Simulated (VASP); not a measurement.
Runs of VASP 6.6.1 on LiBr. The structure is that of space group Fm-3m (No. 225), or close to it. The cells are those of the table. 

| task | cell | gap on the mesh (eV) | pressure (GPa) |
| --- | --- | --- | --- |
| single point | a = 3.561 Å, angles 60.0°, 2 atoms | 5.55 | 10.0 |
| single point | a = 3.750 Å, angles 60.0°, 2 atoms | (a) | 2.0 |
| relaxation of cell and atoms | relaxed to 1 GPa from a = 3.827 Å, angles 60.0°, 2 atoms | 5.14 | 1.0 |
| relaxation of cell and atoms | relaxed to 10 GPa from a = 3.827 Å, angles 60.0°, 2 atoms | 5.55 | 10.0 |
| relaxation of cell and atoms | relaxed to 15 GPa from a = 3.827 Å, angles 60.0°, 2 atoms | 5.56 | 15.0 |
| single point | a = 3.784 Å, angles 60.0°, 2 atoms | 5.15 | 1.0 |
| relaxation of cell and atoms | relaxed to 7 GPa from a = 3.827 Å, angles 60.0°, 2 atoms | 5.53 | 7.0 |
| relaxation of cell and atoms | relaxed to 2 GPa from a = 3.827 Å, angles 60.0°, 2 atoms | (b) | 2.0 |

Alike in all rows: level PBEsol; potentials or basis VASP PAW PBE potentials, release 64 (Li_sv, Br); no spin polarisation; k mesh 8 × 8 × 8; cutoff (eV) 750; smearing gaussian 0.01 eV.

Q: Fill in the values left out.

A: (a) 5.28; (b) 5.29.

Caveats: the PAW data sets were made with another functional, which shifts forces and pressure a little; the cell is relaxed towards a set pressure, so the enthalpy falls and the energy may rise (some runs).

A k mesh can miss the band edges, and the runs leave out spin-orbit coupling on Br.
